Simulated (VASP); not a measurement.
# GaN (P6_3mc) in VASP: notebook

Runs on GaN. Level: r2SCAN. Tasks: relaxation of the atoms.

All numbers are computed with VASP 6.6.1; they aren't measurements. Logs are shortened: lines on timing, memory, paths and dates and some standing lists are left out, and cuts for length are marked.

## Step 1: The cell of the first run

The structure is hexagonal, space group P6_3mc (No. 186). The conventional cell has a = 3.140 Å, b = 3.140 Å, c = 5.114 Å, α = 90.00°, β = 90.00°, γ = 120.00°. Within 2.5 Å of Ga (site symmetry 3m) lie 4 N at 1.92 to 1.93 Å. N (site symmetry 3m) has 4 Ga at 1.92 to 1.93 Å within 2.5 Å.

## Step 2: Relaxation of the atoms, r2SCAN

POSCAR

```
GaN
1.0
    3.1402553500      0.0000000000      0.0000000000
   -1.5701276700      2.7195409100      0.0000000000
    0.0000000000      0.0000000000      5.1138172400
Ga N
2 2
Direct
    0.3333333300      0.6666666700     -0.0008901400
    0.6666666700      0.3333333300      0.4991098600
    0.3333333300      0.6666666700      0.3758901400
    0.6666666700      0.3333333300      0.8758901400
```

INCAR.step1

```
SYSTEM = GaN
PREC = Accurate ; ENCUT = 520
ISMEAR = -1 ; SIGMA = 0.02
LREAL = .FALSE. ; LASPH = .TRUE.
NELM = 60 ; GGA = PE
ALGO = Normal ; EDIFF = 1E-4
LWAVE = .TRUE. ; LCHARG = .FALSE.
```

INCAR.step2

```
SYSTEM = GaN
PREC = Accurate ; ENCUT = 520
EDIFF = 1E-6 ; ISMEAR = -1
SIGMA = 0.02 ; LREAL = .FALSE.
LASPH = .TRUE. ; NELM = 60
ALGO = Normal ; ISIF = 2
LWAVE = .FALSE. ; LCHARG = .FALSE.
METAGGA = R2SCAN ; LMIXTAU = .TRUE.
IBRION = 2 ; NSW = 50
EDIFFG = -0.01 ; ISTART = 1
```

KPOINTS

```
Automatic mesh
0
G
  12 12 6
  0 0 0
```

Potentials or basis: VASP PAW PBE potentials, release 64 (Ga_d, N).

Started as:

```console
$ cat potpaw_PBE.64/Ga_d/POTCAR potpaw_PBE.64/N/POTCAR > POTCAR
$ cp INCAR.step1 INCAR
$ mpirun -np 1 vasp_std > vasp.out
$ cp INCAR.step2 INCAR
$ mpirun -np 1 vasp_std > vasp.out
```

OUTCAR:

```text
SYSTEM = GaN
   PREC = Accurate
   ENCUT = 520
   EDIFF = 1E-6
   ISMEAR = -1
   LREAL = .FALSE.
   LASPH = .TRUE.
   NELM = 60
   ISIF = 2
   METAGGA = R2SCAN
   IBRION = 2
   NSW = 50
   EDIFFG = -0.01
   ISTART = 1

 ion  position               nearest neighbor table
   1  0.333  0.667  0.999-   4 1.92   4 1.92   4 1.92   3 1.93
   2  0.667  0.333  0.499-   3 1.92   3 1.92   3 1.92   4 1.93
   3  0.333  0.667  0.376-   2 1.92   2 1.92   2 1.92   1 1.93
   4  0.667  0.333  0.876-   1 1.92   1 1.92   1 1.92   2 1.93

  LATTYP: Found a hexagonal cell.
 ALAT       =     3.1402553500
 C/A-ratio  =     1.6284717865

  Lattice vectors:

 A1 = (   3.1402553500,   0.0000000000,   0.0000000000)
 A2 = (  -1.5701276700,   2.7195409100,   0.0000000000)
 A3 = (   0.0000000000,   0.0000000000,   5.1138172400)

Analysis of symmetry for initial positions (statically):
=====================================================================
 Subroutine PRICEL returns:
 Original cell was already a primitive cell.

 Routine SETGRP: Setting up the symmetry group for a
 hexagonal supercell.

 Subroutine GETGRP returns: Found 12 space group operations
 (whereof  6 operations were pure point group operations)
 out of a pool of 24 trial point group operations.

The static configuration has the point symmetry C_3v.
 The point group associated with its full space group is C_6v.

Analysis of symmetry for dynamics (positions and initial velocities):
=====================================================================
 Subroutine PRICEL returns:
 Original cell was already a primitive cell.

 Routine SETGRP: Setting up the symmetry group for a
 hexagonal supercell.

 Subroutine GETGRP returns: Found 12 space group operations
 (whereof  6 operations were pure point group operations)
 out of a pool of 24 trial point group operations.

The dynamic configuration has the point symmetry C_3v.
 The point group associated with its full space group is C_6v.

 Subroutine INISYM returns: Found 12 space group operations
 (whereof  6 operations are pure point group operations),
 and found     1 'primitive' translations

----------------------------------------------------------------------------------------

                                     Primitive cell

  volume of cell :      43.6723

  direct lattice vectors                    reciprocal lattice vectors
     3.140255350  0.000000000  0.000000000     0.318445441  0.183854560  0.000000000
    -1.570127670  2.719540910  0.000000000     0.000000000  0.367709122  0.000000000
     0.000000000  0.000000000  5.113817240     0.000000000  0.000000000  0.195548639

  length of vectors
     3.140255350  3.140255350  5.113817240     0.367709122  0.367709122  0.195548639

  position of ions in fractional coordinates (direct lattice)
     0.333333330  0.666666670  0.999109860
     0.666666670  0.333333330  0.499109860
     0.333333330  0.666666670  0.375890140
     0.666666670  0.333333330  0.875890140

  ion indices of the primitive-cell ions
   primitive index   ion index
                 1           1
                 2           2
                 3           3
                 4           4

----------------------------------------------------------------------------------------

 KPOINTS: Automatic mesh

Automatic generation of k-mesh.
 Grid dimensions read from file:
 generate k-points for:   12   12    6

 Generating k-lattice:

  Cartesian coordinates                     Fractional coordinates (reciprocal lattice)
[... 62 lines left out ...]
   EDIFFG = -.1E-01   stopping-criterion for IOM
   NSW    =     50    number of steps for IOM
   IBRION =      2    ionic relax: 0-MD 1-quasi-New 2-CG
   NFREE  =      1    steps in history (QN), initial steepest desc. (CG)
   ISIF   =      2    stress and relaxation
   ISYM   =      2    0-nonsym 1-usesym 2-fastsym
   POTIM  = 0.5000    time-step for ionic-motion
   TEBEG  =    0.0;   TEEND  =   0.0 temperature during run
   PSTRESS=    0.0 pullay stress
   NELECT =      36.0000    total number of electrons
   NUPDOWN=      -1.0000    fix difference up-down
   EMIN   =  10.00;   EMAX   =-10.00  energy-range for DOS
   EFERMI =   0.00;   METHOD = LEGACY
   ISMEAR =    -1;   SIGMA  =   0.02  broadening in eV -4-tet -1-fermi 0-gaus
   EFERMI_NEDOS =   21; number of points for ismear=-14 and -15
   IALGO  =     38    algorithm
   IMIX   =      4    mixing-type and parameters
     AMIX     =   0.40;   BMIX     =  1.00
     AMIX_MAG =   1.60;   BMIX_MAG =  1.00
  volume/ion in A,a.u.               =      10.92        73.68
  Fermi-wavevector in a.u.,A,eV,Ry     =   1.534995  2.900721 32.058195  2.356211
  Thomas-Fermi vector in A             =   2.641846
   LORBIT       =      0    0 simple, 1 ext, 2 COOP (PROOUT), +10 PAW based schemes
   METAGGA = R2SCAN    functional components
   LHFCALC =     F    Hartree Fock is set to
   AEXX    =    0.0000 exact exchange contribution
   IVDW    =     0    specifies the selected vdW correction
   LEPSILON=     F    determine dielectric tensor
   LRPA    =     F    only Hartree local field effects (RPA)
 conjugate gradient relaxation of ions
 non-spin polarized calculation
  energy-cutoff  :      520.00
  volume of cell :       43.67
 maximum number of plane-waves:      1188
 NGX is ok and might be reduce to    24
   NGX = 11   NGY = 11   NGZ = 19

--------------------------------------- Ionic step        1  -------------------------------------------

 number of electron      36.0000036 magnetization

 Free energy of the ion-electron system (eV)
  ---------------------------------------------------
  ext. energy  EPLUGINS =         0.00000000
  ---------------------------------------------------
  free energy    TOTEN  =       -43.75849984 eV

  energy without entropy =      -43.75849984  energy(sigma->0) =      -43.75849984

------------------------ aborting loop because EDIFF is reached ----------------------------------------

  FORCE on cell =-STRESS in cart. coord.  units (eV):
  Direction    XX          YY          ZZ          XY          YZ          ZX
  --------------------------------------------------------------------------------------
  -------------------------------------------------------------------------------------
  Total        2.7426126      2.7426126      2.6711550      0.0000000      0.0000000     -0.0000000
  in kB      100.6165197    100.6165199     97.9949972      0.0000002      0.0000000     -0.0000000
  external PRESSURE =      99.7426789 kB  Pullay stress =       0.0000000 kB

 VOLUME and BASIS-vectors are now :
 -----------------------------------------------------------------------------
  energy-cutoff  :      520.00
  volume of cell :       43.67
      direct lattice vectors                 reciprocal lattice vectors
     3.140255350  0.000000000  0.000000000     0.318445441  0.183854560  0.000000000
    -1.570127670  2.719540910  0.000000000     0.000000000  0.367709122  0.000000000
     0.000000000  0.000000000  5.113817240     0.000000000  0.000000000  0.195548639

 POSITION                                       TOTAL-FORCE (eV/Angst)
 -----------------------------------------------------------------------------------
     -0.00000      1.81303      5.10927        -0.000000      0.000000      0.012191
      1.57013      0.90651      2.55236         0.000000     -0.000000      0.012191
     -0.00000      1.81303      1.92223        -0.000000      0.000000     -0.012191
      1.57013      0.90651      4.47914         0.000000     -0.000000     -0.012191
 -----------------------------------------------------------------------------------
    total drift:                               -0.000008      0.000009      0.033034

  FREE ENERGIE OF THE ION-ELECTRON SYSTEM (eV)
  ---------------------------------------------------
  free  energy   TOTEN  =       -43.7584998353 eV

  energy  without entropy=      -43.7584998353  energy(sigma->0) =      -43.75849984

--------------------------------------- Ionic step        2  -------------------------------------------

 number of electron      36.0000037 magnetization

 Free energy of the ion-electron system (eV)
  ---------------------------------------------------
  ext. energy  EPLUGINS =         0.00000000
  ---------------------------------------------------
  free energy    TOTEN  =       -43.75850966 eV

  energy without entropy =      -43.75850966  energy(sigma->0) =      -43.75850966

 E-fermi :   5.9980     XC(G=0): -12.9060

 val. band max:        5.5564920122   @ k =   0.0000   0.0000   0.0000
 cond. band min:       8.1811427621   @ k =   0.0000   0.0000   0.0000
 fundamental gap:      2.6246507499
 Fermi energy:         5.9979557273

 k-point     1 :       0.0000    0.0000    0.0000
  band No.  band energies     occupation
      1     -11.6198      2.00000
      2     -10.4882      2.00000
      3      -8.3105      2.00000
      4      -8.2921      2.00000
      5      -8.2921      2.00000
      6      -8.2145      2.00000
[... 589 lines left out ...]
     21      13.3690      0.00000
     22      14.8004      0.00000

 [... further k-points ...]

------------------------ aborting loop because EDIFF is reached ----------------------------------------

  FORCE on cell =-STRESS in cart. coord.  units (eV):
  Direction    XX          YY          ZZ          XY          YZ          ZX
  --------------------------------------------------------------------------------------
  -------------------------------------------------------------------------------------
  Total        2.7258455      2.7258456      2.7028981      0.0000000     -0.0000000     -0.0000000
  in kB      100.0013962    100.0013964     99.1595374      0.0000002     -0.0000000     -0.0000000
  external PRESSURE =      99.7207766 kB  Pullay stress =       0.0000000 kB

 VOLUME and BASIS-vectors are now :
 -----------------------------------------------------------------------------
  energy-cutoff  :      520.00
  volume of cell :       43.67
      direct lattice vectors                 reciprocal lattice vectors
     3.140255350  0.000000000  0.000000000     0.318445441  0.183854560  0.000000000
    -1.570127670  2.719540910  0.000000000     0.000000000  0.367709122  0.000000000
     0.000000000  0.000000000  5.113817240     0.000000000  0.000000000  0.195548639

 POSITION                                       TOTAL-FORCE (eV/Angst)
 -----------------------------------------------------------------------------------
     -0.00000      1.81303      5.10985         0.000000      0.000000     -0.004281
      1.57013      0.90651      2.55294        -0.000000      0.000000     -0.004281
     -0.00000      1.81303      1.92165         0.000000     -0.000000      0.004281
      1.57013      0.90651      4.47855        -0.000000     -0.000000      0.004281
 -----------------------------------------------------------------------------------
    total drift:                               -0.000008      0.000009      0.032655

  FREE ENERGIE OF THE ION-ELECTRON SYSTEM (eV)
  ---------------------------------------------------
  free  energy   TOTEN  =       -43.7585096587 eV

  energy  without entropy=      -43.7585096587  energy(sigma->0) =      -43.75850966

 reached required accuracy - stopping structural energy minimisation
```

Wall time 16 min (1 thread of Oxide Virtual Turin-like, shared host); peak memory 0.18 GiB.

Results:

```
Free energy                  : -43.7585 eV
Energy gained by relaxing    : 0.0 meV/atom
Ionic steps                  : 2
Pressure after relaxing      : 10.0 GPa
Largest force after relaxing : 0.004 eV/Å
Band gap on the k mesh       : 2.62 eV
```

Forces on the atoms (eV/Å):
```
Ga   0.000  0.000 -0.004
Ga   0.000  0.000 -0.004
N    0.000  0.000  0.004
N    0.000  0.000  0.004
```

Final structure:
```
Ga N
1.0
     3.14026    0.00000    0.00000
    -1.57013    2.71954    0.00000
     0.00000    0.00000    5.11382
Ga N
2 2
Direct
  0.33333 0.66667 0.99922
  0.66667 0.33333 0.49922
  0.33333 0.66667 0.37578
  0.66667 0.33333 0.87578
```

Caveat: the PAW data sets were made with another functional, which shifts forces and pressure a little.

## Step 3: Relaxation of the atoms, r2SCAN

This run uses another cell than the first one, of 11.60 Å³/atom.

POSCAR

```
GaN
1.0
    3.2043598100      0.0000000000      0.0000000000
   -1.6021799100      2.7750570000      0.0000000000
    0.0000000000      0.0000000000      5.2182095600
Ga N
2 2
Direct
    0.3333333300      0.6666666700     -0.0008901400
    0.6666666700      0.3333333300      0.4991098600
    0.3333333300      0.6666666700      0.3758901400
    0.6666666700      0.3333333300      0.8758901400
```

INCAR.step1

```
SYSTEM = GaN
PREC = Accurate
ENCUT = 520
ISMEAR = -1
SIGMA = 0.02
LREAL = .FALSE.
LASPH = .TRUE.
NELM = 80
GGA = PE
ALGO = Normal
EDIFF = 1E-4
LWAVE = .TRUE.
LCHARG = .FALSE.
```

INCAR.step2

```
SYSTEM = GaN
PREC = Accurate
ENCUT = 520
EDIFF = 1E-6
ISMEAR = -1
SIGMA = 0.02
LREAL = .FALSE.
LASPH = .TRUE.
NELM = 80
ALGO = Normal
ISIF = 2
LWAVE = .FALSE.
LCHARG = .FALSE.
METAGGA = R2SCAN
LMIXTAU = .TRUE.
IBRION = 2
NSW = 50
EDIFFG = -0.01
ISTART = 1
```

KPOINTS

```
regular mesh
0
G
  12 12 6
  0 0 0
```

Potentials or basis: VASP PAW PBE potentials, release 64 (Ga_d, N).

Started as:

```console
$ cat potpaw_PBE.64/Ga_d/POTCAR potpaw_PBE.64/N/POTCAR > POTCAR
$ cp INCAR.step1 INCAR
$ mpirun -np 1 vasp_std > vasp.out
$ cp INCAR.step2 INCAR
$ mpirun -np 1 vasp_std > vasp.out
```

OUTCAR:

```text
SYSTEM = GaN
   PREC = Accurate
   ENCUT = 520
   EDIFF = 1E-6
   ISMEAR = -1
   LREAL = .FALSE.
   LASPH = .TRUE.
   NELM = 80
   ISIF = 2
   METAGGA = R2SCAN
   IBRION = 2
   NSW = 50
   EDIFFG = -0.01
   ISTART = 1

 ion  position               nearest neighbor table
   1  0.333  0.667  0.999-   4 1.96   4 1.96   4 1.96   3 1.97
   2  0.667  0.333  0.499-   3 1.96   3 1.96   3 1.96   4 1.97
   3  0.333  0.667  0.376-   2 1.96   2 1.96   2 1.96   1 1.97
   4  0.667  0.333  0.876-   1 1.96   1 1.96   1 1.96   2 1.97
[... 805 lines left out ...]
  --------------------------------------------------------------------------------------
  -------------------------------------------------------------------------------------
  Total       -0.7826694     -0.7826694     -0.7898219      0.0000000      0.0000000      0.0000000
  in kB      -27.0242859    -27.0242860    -27.2712510      0.0000000      0.0000000      0.0000000
  external PRESSURE =     -27.1066076 kB  Pullay stress =       0.0000000 kB

 VOLUME and BASIS-vectors are now :
 -----------------------------------------------------------------------------
  energy-cutoff  :      520.00
  volume of cell :       46.40
      direct lattice vectors                 reciprocal lattice vectors
     3.204359810  0.000000000  0.000000000     0.312074817  0.180176480  0.000000000
    -1.602179910  2.775057000  0.000000000     0.000000000  0.360352959  0.000000000
     0.000000000  0.000000000  5.218209560     0.000000000  0.000000000  0.191636612

 POSITION                                       TOTAL-FORCE (eV/Angst)
 -----------------------------------------------------------------------------------
     -0.00000      1.85004      5.21356         0.000000      0.000000      0.002056
      1.60218      0.92502      2.60446        -0.000000      0.000000      0.002056
     -0.00000      1.85004      1.96147        -0.000000     -0.000000     -0.002056
      1.60218      0.92502      4.57058         0.000000      0.000000     -0.002056
 -----------------------------------------------------------------------------------
    total drift:                               -0.000008      0.000010      0.029488

  FREE ENERGIE OF THE ION-ELECTRON SYSTEM (eV)
  ---------------------------------------------------
  free  energy   TOTEN  =       -43.8167385596 eV

  energy  without entropy=      -43.8167385596  energy(sigma->0) =      -43.81673856

 reached required accuracy - stopping structural energy minimisation
```

OUTCAR.step1:

```text
SYSTEM = GaN
   PREC = Accurate
   ENCUT = 520
   ISMEAR = -1
   LREAL = .FALSE.
   LASPH = .TRUE.
   NELM = 80
[... 830 lines left out ...]
      1.60218      0.92502      2.60446         0.000000      0.000000      0.001545
     -0.00000      1.85004      1.96147         0.000000     -0.000000     -0.001545
      1.60218      0.92502      4.57058        -0.000000      0.000000     -0.001545
 -----------------------------------------------------------------------------------
    total drift:                               -0.000011      0.000005     -0.000579

  FREE ENERGIE OF THE ION-ELECTRON SYSTEM (eV)
  ---------------------------------------------------
  free  energy   TOTEN  =       -24.3225030557 eV

  energy  without entropy=      -24.3225030557  energy(sigma->0) =      -24.32250306
```

Wall time 7.8 min (1 thread of Oxide Virtual Turin-like, shared host); peak memory 0.18 GiB.

Results:

- Free energy: -43.8167 eV
- Pressure after relaxing: -2.7 GPa
- Band gap on the k mesh: 2.21 eV

Forces in eV/Å, atoms in the order of the input:
```
Ga   0.000  0.000  0.002
Ga   0.000  0.000  0.002
N    0.000  0.000 -0.002
N    0.000  0.000 -0.002
```

Final structure:
```
Ga N
1.0
     3.20436    0.00000    0.00000
    -1.60218    2.77506    0.00000
     0.00000    0.00000    5.21821
Ga N
2 2
Cartesian
  0.0000 1.8500 5.2136
  1.6022 0.9250 2.6045
  0.0000 1.8500 1.9615
  1.6022 0.9250 4.5706
```

Levels at points of the mesh, in eV from the valence-band top:
```csv
k point,band 14,band 15,band 16,band 17,band 18,band 19,band 20,band 21,band 22
"(0.00, 0.00, 0.00)",-1.04,-1.04,-0.03,0.00,0.00,2.21,4.68,9.84,10.47
"(0.50, 0.00, 0.00)",-5.32,-4.21,-2.77,-2.18,-1.01,5.52,6.00,6.49,9.18
"(0.00, 0.00, 0.50)",-3.89,-0.53,-0.53,-0.53,-0.53,4.63,4.63,9.07,9.07
"(0.50, 0.00, 0.50)",-6.61,-1.96,-1.96,-1.91,-1.91,4.82,4.82,8.29,8.29
```

Caveat: the relaxation stopped at its first step, so nothing moved; the PAW data sets were made with another functional, which shifts forces and pressure a little.
